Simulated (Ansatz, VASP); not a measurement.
## Hf4Ta: VASP beside Ansatz

```
Hf Ta
1.0
     4.63645    0.00000    0.00000
     0.00000    4.79490    0.00000
     0.00000    0.00000    5.13362
Hf Ta
4 1
Cartesian
  1.1468 1.3293 0.0000
  1.1468 3.4656 0.0000
  3.4897 3.4656 0.0000
  3.4897 1.3293 0.0000
  2.3182 2.3974 2.5668
```

Alike in both runs: task single point; functional PBE; k mesh 4 × 4 × 4; occupations gaussian, width 0.1 eV; no spin polarisation.

```csv
,VASP,Ansatz
version,VASP 6.6.1,Ansatz 0.2.0
potentials or method,"VASP PAW PBE potentials, release 64 (Hf_pv, Ta_pv), cutoff 520 eV","scalar-relativistic, plane waves, PAW"
valence electrons in the cell,51,117
```

Ansatz gave:

```
gap on the k mesh at the Fermi level (eV) : none
rms of the force components (eV/Å)        : 4.582
```

Estimate VASP's values.

gap on the k mesh at the Fermi level (eV): none; rms of the force components (eV/Å): 4.411.

Atom by atom the forces differ by 0.172 eV/Å (rms over components). A gap of «none» marks a metal or a gap that the smearing closes. The functional is the same, so the differences come from potentials, cutoffs and numerics. VASP's potentials hold 51 valence electrons a cell and Ansatz's 117, so a difference there can come from the potentials and not from the codes.

Neither program's run includes spin-orbit coupling.
